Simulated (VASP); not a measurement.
Input of a VASP 6.6.1 run:

The input INCAR:

```
PREC = Accurate ; ENCUT = 520
EDIFF = 1E-6 ; ISMEAR = 0
SIGMA = 0.15 ; LREAL = F
LASPH = T ; NELM = 80
ALGO = Normal ; ISIF = 2
LWAVE = F ; LCHARG = T
GGA = PS ; LELF = T
LVHAR = T ; NBANDS = 17
```

The input KPOINTS:

```
regular mesh
0
Gamma
  18 18 10
```

File POSCAR:

```
Pt
1.0
    2.6616000000      0.0000000000      0.0000000000
   -1.3308000000      2.3050132147      0.0000000000
    0.0000000000      0.0000000000      4.7069219539
Pt
2
Direct
    0.6666666667      0.3333333333      0.7500000000
    0.3333333333      0.6666666667      0.2500000000
```

Potentials or basis: VASP PAW PBE potentials, release 64 (Pt).

The run is started by

```console
$ cat potpaw_PBE.64/Pt/POTCAR > POTCAR
$ mpirun -np 1 vasp_std > vasp.out
```

**Question.** Estimate the pressure.

**Answer.** 15.8 GPa.

**Question.** Predict the band gap on the k mesh.

**Answer.** Zero (bands 10 and 11 overlap by 1.55 eV).

Stress tensor (GPa, compression positive):
```
19.03  0.00  0.00
 0.00 19.03  0.00
 0.00  0.00  9.20
```

Caveat: the cell stands under pressure; the PAW data sets were made with another functional, which shifts forces and pressure a little; spin-orbit coupling is left out, which moves the levels of the heavy elements.
